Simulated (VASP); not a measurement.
## ZnS: single point with PBE

ZnS:

```
Zn S
1.0
     0.00000    2.70465    2.70465
     2.70465    0.00000    2.70465
     2.70465    2.70465    0.00000
Zn S
1 1
Direct
  0.01334 0.01334 0.01334
  0.75000 0.75000 0.75000
```

This cell differs from its parent crystal: all Zn atoms moved -0.125 Å, as atom 1 towards its neighbour atom 2 (S) at 2.342 Å.

```json
{
  "Program": "VASP 6.6.1",
  "Task": "single point",
  "Functional": "PBE",
  "Potentials or basis": "VASP PAW PBE potentials, release 64 (Zn, S)",
  "Cutoff": "520 eV",
  "k mesh": "10 × 10 × 10",
  "Occupations": "gaussian, width 0.05 eV",
  "Spin": "no spin polarisation"
}
```

- Pressure: 2.0 GPa
- Largest force: 0.539 eV/Å
- Band gap on the k mesh: 2.03 eV, direct

Forces on the atoms (eV/Å):
```
Zn  -0.311 -0.311 -0.311
S    0.311  0.311  0.311
```

Stress tensor (GPa, compression positive):
```
 1.97 -1.27 -1.27
-1.27  1.97 -1.27
-1.27 -1.27  1.97
```

Levels at points of the mesh, in eV from the valence-band top:
| k point | band 5 | band 6 | band 7 | band 8 | band 9 | band 10 | band 11 | band 12 | band 13 | band 14 |
| --- | --- | --- | --- | --- | --- | --- | --- | --- | --- | --- |
| (0.00, 0.00, 0.00) | -5.94 | -5.94 | -0.15 | -0.15 | 0.00 | 2.03 | 6.32 | 6.35 | 6.35 | 11.66 |
| (0.50, 0.00, 0.00) | -5.91 | -5.75 | -5.43 | -1.16 | -0.77 | 3.29 | 6.57 | 7.25 | 8.81 | 12.01 |
| (0.50, 0.50, 0.50) | -5.91 | -5.72 | -5.04 | -0.89 | -0.89 | 3.04 | 6.68 | 6.68 | 8.64 | 12.11 |
| (0.50, 0.50, 0.00) | -5.87 | -5.73 | -4.63 | -2.33 | -2.23 | 3.28 | 4.00 | 10.85 | 11.82 | 11.97 |

Run time: 33 s on 1 thread of Intel(R) Xeon(R) 6975P-C (Granite Rapids) (shared host), peak memory 0.2 GiB.

Caveat: the cell differs from its parent crystal (all Zn atoms moved -0.125 Å, as atom 1 towards its neighbour atom 2 (S) at 2.342 Å).
